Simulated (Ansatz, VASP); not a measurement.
CrO2 in VASP and in Ansatz

```
CELL_PARAMETERS angstrom
4.33181 0.00000 0.00000
0.00000 4.33181 0.00000
0.00000 0.00000 2.84058
ATOMIC_POSITIONS crystal
Cr 0.00000 0.00000 0.00000
Cr 0.50000 0.50000 0.50000
O 0.30265 0.30265 0.00000
O 0.19735 0.80265 0.50000
O 0.69735 0.69735 0.00000
O 0.80265 0.19735 0.50000
```

Change from the starting cell: volume scaled by 0.985, atoms relaxed by PAW.

Alike in both runs: functional LDA; k mesh 6 × 6 × 8; occupations fermi-dirac, width 0.05 eV; collinear spin.

Ansatz relaxed the structure, and its values are those at the end. VASP's run is a single point on that final structure, the one shown.

```csv
,VASP,Ansatz
version,VASP 6.6.1,Ansatz 0.2.0
potentials or method,"VASP PAW LDA potentials, release 64 (Cr_pv, O)","PAW with Ansatz's default frozen-core files, scalar-relativistic"
plane-wave cutoff (eV),520,420
valence electrons in the cell,48,52
```

Ansatz gave:

| Quantity | Value |
| --- | --- |
| pressure (GPa) | 4.4 |
| rms of the force components (eV/Å) | 0.000 |
| net moment per atom (μB) | 0.67 |
| size of the moment on the site where the two differ most (μB) | 1.63 |

What did VASP give for the same quantities?

Pressure (GPa): 5.7; rms of the force components (eV/Å): 0.014; net moment per atom (μB): 0.67; size of the moment on the site where the two differ most (μB): 1.97.

LDA's correlation is that of Perdew and Zunger in VASP and of Perdew and Wang (1992) in Ansatz. Site moments also hang on the region over which each program counts them. VASP's potentials hold 48 valence electrons a cell and Ansatz's 52, so a difference there can come from the potentials and not from the codes. Ansatz's warnings: stress scf threshold loose.
